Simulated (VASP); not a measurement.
Input of a VASP 6.6.1 run:

The input INCAR:

```
SYSTEM = SiC
ALGO = Normal ; EDIFF = 1E-7
EDIFFG = -0.002 ; ENCUT = 600
GGA = PS ; IBRION = 2
ISIF = 3 ; ISMEAR = 0
LASPH = .TRUE. ; LCHARG = .FALSE.
LREAL = .FALSE. ; LWAVE = .FALSE.
NELM = 100 ; NSW = 100
PREC = Accurate ; PSTRESS = 70.0
SIGMA = 0.01
```

Contents of KPOINTS:

```
k-points
0
G
  10 10 10
  0 0 0
```

File POSCAR:

```
SiC
1.0
    0.0000000000      2.1784126226      2.1784126226
    2.1784126226      0.0000000000      2.1784126226
    2.1784126226      2.1784126226      0.0000000000
Si C
1 1
Direct
    0.0000000000      0.0000000000      0.0000000000
    0.7500000000      0.7500000000      0.7500000000
```

Potentials or basis: VASP PAW PBE potentials, release 64 (Si, C).

Command:

```bash
$ cat potpaw_PBE.64/Si/POTCAR potpaw_PBE.64/C/POTCAR > POTCAR
$ mpirun -np 1 vasp_std > vasp.out
```

**Question.** Estimate the relaxed volume.

**Answer.** 10.04 Å³/atom.

**Question.** What does it give for the space group after relaxing (to 0.05 Å)?

**Answer.** F-43m (No. 216).

**Question.** Predict the relaxed cell.

**Answer.** a = 3.051 Å, b = 3.051 Å, c = 3.051 Å, α = 60.00°, β = 60.00°, γ = 60.00°.

Final structure:
```yaml
crystal:
  lattice:
    - [0.00000, 2.15749, 2.15749]
    - [2.15749, 0.00000, 2.15749]
    - [2.15749, 2.15749, 0.00000]
  atoms:
    - { symbol: Si, position: [0.00000, 0.00000, 0.00000] }
    - { symbol: C, position: [0.75000, 0.75000, 0.75000] }
```

Caveat: the cell is relaxed towards a set pressure, so the enthalpy falls and the energy may rise; the PAW data sets were made with another functional, which shifts forces and pressure a little.
